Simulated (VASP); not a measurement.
Here is a VASP 6.6.1 calculation.

INCAR

```
SYSTEM = C
PREC = Accurate
ENCUT = 520
EDIFF = 1E-6
ISMEAR = -1
SIGMA = 0.05
LREAL = .False.
LASPH = .True.
NELM = 80
ALGO = Normal
ISIF = 2
LWAVE = .False.
LCHARG = .False.
GGA = B5
ALDAX = 1.0
AGGAX = 1.0
AGGAC = 1.0
ALDAC = 0.0
NBANDS = 26
```

KPOINTS

```
Automatic mesh
0
Gamma
  12 12 4
  0 0 0
```

The input POSCAR:

```
C
1.0
    2.5388031358      0.0000000000      0.0000000000
   -1.2694015679      2.1986680108      0.0000000000
    0.0000000000      0.0000000000      8.2916519209
C
8
Direct
    0.6666666667      0.3333333333      0.8437500000
    0.3333333333      0.6666666667      0.3437500000
    0.6666666667      0.3333333333      0.6562500000
    0.3333333333      0.6666666667      0.1562500000
    0.0000000000      0.0000000000      0.9062500000
    0.0000000000      0.0000000000      0.4062500000
    0.0000000000      0.0000000000      0.5937500000
    0.0000000000      0.0000000000      0.0937500000
```

Potentials or basis: VASP PAW PBE potentials, release 64 (C).

Run with:

```bash
$ cat potpaw_PBE.64/C/POTCAR > POTCAR
$ mpirun -np 1 vasp_std > vasp.out
```

Problem. Estimate the pressure.

Solution. 3.6 GPa.

Problem. What does it give for the band gap on the k mesh?

Solution. 4.70 eV (least direct gap 5.30 eV).

Stress tensor (GPa, compression positive):
```
-0.29  0.00  0.00
 0.00 -0.29  0.00
 0.00  0.00 11.47
```

Caveat: the cell stands under pressure; the PAW data sets were made with another functional, which shifts forces and pressure a little. Expect the measured gap to be larger: semilocal functionals such as BLYP lack the derivative discontinuity.
